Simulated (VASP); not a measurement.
# Cu in VASP: notebook

Cu is run at these levels: LDA; tasks: single point.

All numbers are computed with VASP 6.6.1; they aren't measurements. Logs are shortened: lines on timing, memory, paths and dates and some standing lists are left out, and cuts for length are marked.

## (1) The cell of the first run

The cell holds a slab with vacuum, 5 atoms: a = 2.487 Å, b = 2.487 Å, c = 24.124 Å, α = 90.00°, β = 90.00°, γ = 120.00°.

## (2) Single point, LDA

INCAR reads:

```
SYSTEM = Cu
PREC     = Accurate       ! precision mode
ENCUT    = 520            ! plane-wave cutoff, eV
EDIFF    = 1E-6           ! SCF threshold, eV
ISMEAR   = -1             ! smearing method
SIGMA    = 0.05           ! smearing width, eV
LREAL    = .FALSE.        ! projectors in reciprocal space
LASPH    = .TRUE.         ! aspherical terms in the spheres
NELM     = 100            ! most SCF steps
ALGO     = Normal         ! electronic algorithm
ISIF     = 2              ! what is computed and relaxed
LWAVE    = .FALSE.        ! write WAVECAR
LCHARG   = .FALSE.        ! write CHGCAR
LDIPOL   = .TRUE.       
IDIPOL   = 3            
DIPOL    = 0.5 0.5 0.500
GGA      = CA             ! functional
NBANDS   = 36             ! bands
```

KPOINTS reads:

```
Automatic mesh
0
G
  19 19 1
  0 0 0
```

POSCAR reads:

```
Cu
1.0
    2.4873735450      0.0000000000      0.0000000000
   -1.2436867725      2.1541286787      0.0000000000
    0.0000000000      0.0000000000     24.1237000000
Cu
5
Direct
    0.8333333330      0.1666666670      0.3316235078
    0.1666666670      0.8333333330      0.4158117536
    0.5000000000      0.5000000000      0.5000000000
    0.8333333330      0.1666666670      0.5841882464
    0.1666666670      0.8333333330      0.6683764922
```

Potentials or basis: VASP PAW LDA potentials, release 64 (Cu).

Started as:

```bash
$ cat potpaw_LDA.64/Cu/POTCAR > POTCAR
$ mpirun -np 1 vasp_std > vasp.out
```

OUTCAR:

```text
SYSTEM = Cu
   PREC = Accurate
   ENCUT = 520
   EDIFF = 1E-6
   ISMEAR = -1
   LREAL = .FALSE.
   LASPH = .TRUE.
   NELM = 100
   ISIF = 2
   GGA = CA

 ion  position               nearest neighbor table
   1  0.833  0.167  0.332-   2 2.49   2 2.49   2 2.49
   2  0.167  0.833  0.416-   1 2.49   1 2.49   1 2.49   3 2.49   3 2.49   3 2.49
   3  0.500  0.500  0.500-   2 2.49   4 2.49   2 2.49   4 2.49   2 2.49   4 2.49
   4  0.833  0.167  0.584-   5 2.49   5 2.49   5 2.49   3 2.49   3 2.49   3 2.49
   5  0.167  0.833  0.668-   4 2.49   4 2.49   4 2.49

  LATTYP: Found a hexagonal cell.
 ALAT       =     2.4873735450
 C/A-ratio  =     9.6984628821

  Lattice vectors:

 A1 = (   2.4873735450,   0.0000000000,   0.0000000000)
 A2 = (  -1.2436867725,   2.1541286787,   0.0000000000)
 A3 = (   0.0000000000,   0.0000000000,  24.1237000000)

Analysis of symmetry for initial positions (statically):
=====================================================================
 Subroutine PRICEL returns:
 Original cell was already a primitive cell.

 Routine SETGRP: Setting up the symmetry group for a
 hexagonal supercell.

 Subroutine GETGRP returns: Found 12 space group operations
 (whereof  4 operations were pure point group operations)
 out of a pool of 24 trial point group operations.

The static configuration has the point symmetry C_2h.
 The point group associated with its full space group is D_3d.

Analysis of symmetry for dynamics (positions and initial velocities):
=====================================================================
 Subroutine PRICEL returns:
 Original cell was already a primitive cell.

 Routine SETGRP: Setting up the symmetry group for a
 hexagonal supercell.

 Subroutine GETGRP returns: Found 12 space group operations
 (whereof  4 operations were pure point group operations)
 out of a pool of 24 trial point group operations.

The dynamic configuration has the point symmetry C_2h.
 The point group associated with its full space group is D_3d.

 Subroutine INISYM returns: Found 12 space group operations
 (whereof  4 operations are pure point group operations),
 and found     1 'primitive' translations

----------------------------------------------------------------------------------------

                                     Primitive cell

  volume of cell :     129.2577

  direct lattice vectors                    reciprocal lattice vectors
     2.487373545  0.000000000  0.000000000     0.402030488  0.232112410  0.000000000
    -1.243686773  2.154128679  0.000000000     0.000000000  0.464224821  0.000000000
     0.000000000  0.000000000 24.123700000     0.000000000  0.000000000  0.041453011

  length of vectors
     2.487373545  2.487373545 24.123700000     0.464224821  0.464224821  0.041453011

  position of ions in fractional coordinates (direct lattice)
     0.833333333  0.166666667  0.331623508
     0.166666667  0.833333333  0.415811754
     0.500000000  0.500000000  0.500000000
     0.833333333  0.166666667  0.584188246
     0.166666667  0.833333333  0.668376492

  ion indices of the primitive-cell ions
   primitive index   ion index
                 1           1
                 2           2
                 3           3
                 4           4
                 5           5

----------------------------------------------------------------------------------------

 KPOINTS: Automatic mesh

Automatic generation of k-mesh.
 Grid dimensions read from file:
 generate k-points for:   19   19    1

 Generating k-lattice:

  Cartesian coordinates                     Fractional coordinates (reciprocal lattice)
     0.021159499  0.012216443  0.000000000     0.052631579  0.000000000  0.000000000
     0.000000000  0.024432885  0.000000000     0.000000000  0.052631579  0.000000000
     0.000000000  0.000000000  0.041453011     0.000000000  0.000000000  1.000000000

  Length of vectors
     0.024432885  0.024432885  0.041453011

  Shift w.r.t. Gamma in fractional coordinates (k-lattice)
     0.000000000  0.000000000  0.000000000

 Subroutine IBZKPT returns following result:
 ===========================================

 Found     40 irreducible k-points:

 Following reciprocal coordinates:
            Coordinates               Weight
  0.000000  0.000000  0.000000      1.000000
  0.052632  0.000000  0.000000      6.000000
  0.105263  0.000000  0.000000      6.000000
  0.157895  0.000000  0.000000      6.000000
  0.210526  0.000000  0.000000      6.000000
  0.263158  0.000000  0.000000      6.000000
[... 16 lines left out ...]
  0.263158  0.105263  0.000000     12.000000
  0.315789  0.105263  0.000000     12.000000
 [... further k-points ...]
   k-points           NKPTS =     40   k-points in BZ     NKDIM =     40   number of bands    NBANDS=     36
   number of dos      NEDOS =    301   number of ions     NIONS =      5
   total plane-waves  NPLWV =  58320
   dimension x,y,z NGX =    18 NGY =   18 NGZ =  180
   dimension x,y,z NGXF=    36 NGYF=   36 NGZF=  360
   ions per type =               5
   NGX,Y,Z   is equivalent  to a cutoff of  12.03, 12.03, 12.40 a.u.
   NGXF,Y,Z  is equivalent  to a cutoff of  24.06, 24.06, 24.81 a.u.
 SYSTEM =  Cu
   PREC   = accura    normal or accurate (medium, high low for compatibility)
   ISTART =      0    job   : 0-new  1-cont  2-samecut
   ICHARG =      2    charge: 1-file 2-atom 10-const
   ISPIN  =      1    spin polarized calculation?
   LNONCOLLINEAR =      F non collinear calculations
   LSORBIT =      F    spin-orbit coupling
   LASPH  =      T    aspherical Exc in radial PAW
   ENCUT  =  520.0 eV  38.22 Ry    6.18 a.u.   4.62  4.62 44.85*2*pi/ulx,y,z
   NELM   =    100;   NELMIN=  2; NELMDL= -5     # of ELM steps
   EDIFF  = 0.1E-05   stopping-criterion for ELM
   LREAL  =      F    real-space projection
   EDIFFG = 0.1E-04   stopping-criterion for IOM
   NSW    =      0    number of steps for IOM
   IBRION =     -1    ionic relax: 0-MD 1-quasi-New 2-CG
   NFREE  =      0    steps in history (QN), initial steepest desc. (CG)
   ISIF   =      2    stress and relaxation
   ISYM   =      2    0-nonsym 1-usesym 2-fastsym
   POTIM  = 0.5000    time-step for ionic-motion
   TEBEG  =    0.0;   TEEND  =   0.0 temperature during run
   PSTRESS=    0.0 pullay stress
   NELECT =      55.0000    total number of electrons
   NUPDOWN=      -1.0000    fix difference up-down
   EMIN   =  10.00;   EMAX   =-10.00  energy-range for DOS
   EFERMI =   0.00;   METHOD = LEGACY
   ISMEAR =    -1;   SIGMA  =   0.05  broadening in eV -4-tet -1-fermi 0-gaus
   EFERMI_NEDOS =   21; number of points for ismear=-14 and -15
   IALGO  =     38    algorithm
   IMIX   =      4    mixing-type and parameters
     AMIX     =   0.40;   BMIX     =  1.00
     AMIX_MAG =   1.60;   BMIX_MAG =  1.00
  volume/ion in A,a.u.               =      25.85       174.45
  Fermi-wavevector in a.u.,A,eV,Ry     =   1.231337  2.326889 20.629023  1.516190
  Thomas-Fermi vector in A             =   2.366150
   LORBIT       =      0    0 simple, 1 ext, 2 COOP (PROOUT), +10 PAW based schemes
   GGA     = CA    functional components
   LHFCALC =     F    Hartree Fock is set to
   AEXX    =    0.0000 exact exchange contribution
   IVDW    =     0    specifies the selected vdW correction
   LEPSILON=     F    determine dielectric tensor
   LRPA    =     F    only Hartree local field effects (RPA)
 non-spin polarized calculation
  energy-cutoff  :      520.00
  volume of cell :      129.26
 maximum number of plane-waves:      3512
   NGX =  9   NGY =  9   NGZ = 89

 dipolmoment           0.000000      0.000000      0.000000 electrons x Angstroem

 number of electron      54.9999909 magnetization

 dipolmoment           0.000000      0.000000     -0.000000 electrons x Angstroem

 Free energy of the ion-electron system (eV)
  ---------------------------------------------------
  ext. energy  EPLUGINS =         0.00000000
  ---------------------------------------------------
  free energy    TOTEN  =       -22.36835059 eV

  energy without entropy =      -22.35750490  energy(sigma->0) =      -22.36292774

 E-fermi :   0.5283     XC(G=0):  -6.5329

 val. band max:        0.4984990100   @ k =   0.4211   0.0000   0.0000
 cond. band min:       0.5395427967   @ k =   0.1053   0.0526   0.0000
 fundamental gap:      0.0410437867
 Fermi energy:         0.5282832713

 k-point     1 :       0.0000    0.0000    0.0000
  band No.  band energies     occupation
      1      -9.1000      2.00000
      2      -8.1254      2.00000
      3      -6.7475      2.00000
      4      -5.4578      2.00000
      5      -5.0392      2.00000
      6      -2.9253      2.00000
[... 28 lines left out ...]
     35       7.2988      0.00000
     36       7.5494      0.00000

 k-point     2 :       0.0526    0.0000    0.0000
  band No.  band energies     occupation
      1      -9.0056      2.00000
      2      -8.0341      2.00000
      3      -6.6614      2.00000
      4      -5.3798      2.00000
      5      -4.9742      2.00000
      6      -2.9612      2.00000
[... 28 lines left out ...]
     35       7.3789      0.00000
     36       7.6330      0.00000

 k-point     3 :       0.1053    0.0000    0.0000
  band No.  band energies     occupation
      1      -8.7256      2.00000
      2      -7.7642      2.00000
      3      -6.4096      2.00000
      4      -5.1550      2.00000
      5      -4.7883      2.00000
      6      -3.0777      2.00000
[... 28 lines left out ...]
     35       7.6224      0.00000
     36       7.8838      0.00000

 k-point     4 :       0.1579    0.0000    0.0000
  band No.  band energies     occupation
      1      -8.2696      2.00000
      2      -7.3293      2.00000
      3      -6.0151      2.00000
      4      -4.8181      2.00000
      5      -4.5123      2.00000
      6      -3.2677      2.00000
[... 28 lines left out ...]
     35       8.0360      0.00000
     36       8.3022      0.00000

 k-point     5 :       0.2105    0.0000    0.0000
  band No.  band energies     occupation
      1      -7.6573      2.00000
      2      -6.7584      2.00000
      3      -5.5309      2.00000
      4      -4.4540      2.00000
      5      -4.2096      2.00000
      6      -3.4901      2.00000
[... 655 lines left out ...]
 k-point    22 :       0.2105    0.1053    0.0000
  band No.  band energies     occupation
      1      -6.6828      2.00000
      2      -5.8892      2.00000
      3      -4.8863      2.00000
      4      -4.0959      2.00000
      5      -3.8538      2.00000
      6      -3.6208      2.00000
[... 28 lines left out ...]
     35       9.6330      0.00000
     36       9.8694      0.00000

 k-point    23 :       0.2632    0.1053    0.0000
  band No.  band energies     occupation
      1      -5.9236      2.00000
      2      -5.2895      2.00000
      3      -4.5953      2.00000
      4      -4.0733      2.00000
      5      -3.8932      2.00000
      6      -3.6818      2.00000
[... 28 lines left out ...]
     35       9.4075      0.00000
     36      10.1763      0.00000

 k-point    24 :       0.3158    0.1053    0.0000
  band No.  band energies     occupation
      1      -5.2563      2.00000
      2      -4.8517      2.00000
      3      -4.4844      2.00000
      4      -4.0897      2.00000
      5      -4.0085      2.00000
      6      -3.7673      2.00000
[... 28 lines left out ...]
     35       9.7616      0.00000
     36      10.1611      0.00000

 [... further k-points ...]

------------------------ aborting loop because EDIFF is reached ----------------------------------------

 vacuum level on the upper side and lower side of the slab       (xc-potential included)        -0.174        -0.174

  FORCE on cell =-STRESS in cart. coord.  units (eV):
  Direction    XX          YY          ZZ          XY          YZ          ZX
  --------------------------------------------------------------------------------------
  -------------------------------------------------------------------------------------
  Total       -1.3906033     -1.3906033     -0.2579267      0.0000000     -0.0000000      0.0000000
  in kB      -17.2368250    -17.2368250     -3.1970567      0.0000000     -0.0000000      0.0000000
  external PRESSURE =     -12.5569022 kB  Pullay stress =       0.0000000 kB

 VOLUME and BASIS-vectors are now :
 -----------------------------------------------------------------------------
  energy-cutoff  :      520.00
  volume of cell :      129.26
      direct lattice vectors                 reciprocal lattice vectors
     2.487373545  0.000000000  0.000000000     0.402030488  0.232112410  0.000000000
    -1.243686773  2.154128679  0.000000000     0.000000000  0.464224821  0.000000000
     0.000000000  0.000000000 24.123700000     0.000000000  0.000000000  0.041453011

 POSITION                                       TOTAL-FORCE (eV/Angst)
 -----------------------------------------------------------------------------------
      1.86553      0.35902      7.99999        -0.000000      0.000000      0.073664
     -0.62184      1.79511     10.03092         0.000000     -0.000000     -0.089171
      0.62184      1.07706     12.06185        -0.000000      0.000000      0.000000
      1.86553      0.35902     14.09278         0.000000     -0.000000      0.089171
     -0.62184      1.79511     16.12371         0.000000     -0.000000     -0.073664
 -----------------------------------------------------------------------------------
    total drift:                                0.000000      0.000000     -0.000000

  FREE ENERGIE OF THE ION-ELECTRON SYSTEM (eV)
  ---------------------------------------------------
  free  energy   TOTEN  =       -22.3683505871 eV

  energy  without entropy=      -22.3575048976  energy(sigma->0) =      -22.36292774

 vacuum level on the upper side and lower side of the slab         5.658         5.658
```

Wall time 3.5 min (1 thread of Intel Xeon Platinum 8488C (Sapphire Rapids), shared host); peak memory 0.26 GiB.

Results:

- Free energy: -22.3684 eV
- Largest force: 0.089 eV/Å
- Band gap on the k mesh: zero (an odd number of electrons rules out a gap without spin polarisation)

Forces on the atoms (eV/Å):
```
Cu   0.000  0.000  0.074
Cu   0.000  0.000 -0.089
Cu   0.000  0.000  0.000
Cu   0.000  0.000  0.089
Cu   0.000  0.000 -0.074
```

## (3) Single point, LDA

INCAR reads:

```
SYSTEM = Cu
PREC = Accurate ; ENCUT = 520
EDIFF = 1E-6 ; ISMEAR = -1
SIGMA = 0.05 ; LREAL = .FALSE.
LASPH = .TRUE. ; NELM = 60
ALGO = Normal ; ISIF = 2
LWAVE = .FALSE. ; LCHARG = .FALSE.
LDIPOL = .TRUE. ; IDIPOL = 3
DIPOL = 0.5 0.5 0.500 ; GGA = CA
NBANDS = 36
```

KPOINTS is that of step 2.

POSCAR reads:

```
Cu
1.0
    2.4873735450      0.0000000000      0.0000000000
   -1.2436867725      2.1541286787      0.0000000000
    0.0000000000      0.0000000000     24.1237000000
Cu
5
Direct
    0.8333333333      0.1666666667      0.3326081044
    0.1666666667      0.8333333333      0.4158717717
    0.5000000000      0.5000000000      0.4999999547
    0.8333333333      0.1666666667      0.5841282051
    0.1666666667      0.8333333333      0.6673919640
```

Potentials or basis: VASP PAW LDA potentials, release 64 (Cu).

Started as:

```bash
$ cat potpaw_LDA.64/Cu/POTCAR > POTCAR
$ mpirun -np 1 vasp_std > vasp.out
```

Run time: 3.9 min. Hardware: 1 thread of Intel Xeon Platinum 8488C (Sapphire Rapids), shared host; peak memory 0.26 GiB.

It converged, with:

```
Free energy            : -22.3693 eV
Largest force          : 0.031 eV/Å
Band gap on the k mesh : zero (an odd number of electrons rules out a gap without spin polarisation)
```

Forces in eV/Å, atoms in the order of the input:
```
Cu   0.000  0.000 -0.031
Cu   0.000  0.000  0.003
Cu   0.000  0.000  0.000
Cu   0.000  0.000 -0.003
Cu   0.000  0.000  0.031
```

Levels at points of the mesh, in eV from the Fermi level:
```csv
k point,band 26,band 27,band 28,band 29,band 30,band 31
"(0.00, 0.00, 0.00)",-1.73,-1.73,-1.65,-1.65,-1.06,-0.38
```
